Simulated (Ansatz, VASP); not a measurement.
Ba: VASP beside Ansatz

File INCAR:

```
SYSTEM = Ba
PREC     = Accurate       ! precision mode
ENCUT    = 520            ! plane-wave cutoff, eV
EDIFF    = 1E-7           ! SCF threshold, eV
ISMEAR   = 0              ! smearing method
SIGMA    = 0.02           ! smearing width, eV
LREAL    = .False.        ! projectors in reciprocal space
LASPH    = .True.         ! aspherical terms in the spheres
NELM     = 80             ! most SCF steps
ALGO     = Normal         ! electronic algorithm
ISIF     = 2              ! what is computed and relaxed
LWAVE    = .False.        ! write WAVECAR
LCHARG   = .True.         ! write CHGCAR
LELF     = .True.         ! ELF
LVHAR    = .True.       
NBANDS   = 11             ! bands
```

Contents of KPOINTS:

```
regular mesh
0
Gamma
  7 7 7
  0 0 0
```

POSCAR

```
Ba
1.0
    4.3116136979      0.0000000000      0.0000000000
   -2.1558068490      3.7339669937      0.0000000000
    0.0000000000      0.0000000000      3.9134133000
Ba
1
Direct
    0.0000000000      0.0000000000      0.0000000000
```

The input input.yaml:

```yaml
crystal:
  lattice:
    - [4.3116136979, 0.0, 0.0]
    - [-2.155806849, 3.7339669937, 0.0]
    - [0.0, 0.0, 3.9134133]
  atoms:
    - { symbol: Ba, position: [0.0, 0.0, 0.0] }
kpoints:
  mp_grid: { grid: [7, 7, 7] }
scf:
  occupations: { method: gaussian, width: 0.02 }
hamiltonian:
  xc: lda
  pseudopotentials: { kind: all_electron, lapw: { basis_error: 0.001 } }
output:
  forces: true
  stress: true
  eigenvalues: true
```

Alike in both runs: task single point; functional LDA; k mesh 7 × 7 × 7; occupations gaussian, width 0.02 eV; no spin polarisation.

```csv
,VASP,Ansatz
version,VASP 6.6.1,Ansatz 0.2.0
potentials or method,"VASP PAW LDA potentials, release 64 (Ba_sv), cutoff 520 eV","all-electron LAPW, scalar-relativistic"
```

Ansatz gave:

| Quantity | Value |
| --- | --- |
| gap on the k mesh at the Fermi level (eV) | none |
| pressure (GPa) | -1.5 |
| traceless stress, the component that is largest in VASP (GPa) | 0.42 |

Which values does VASP return?

gap on the k mesh at the Fermi level (eV): none; pressure (GPa): -1.4; traceless stress, the component that is largest in VASP (GPa): 0.46.

LDA's correlation is that of Perdew and Zunger in VASP and of Perdew and Wang (1992) in Ansatz. A gap of «none» marks a metal or a gap that the smearing closes. Ansatz ran all-electron here, and VASP with PAW potentials.

Neither program's run includes spin-orbit coupling.
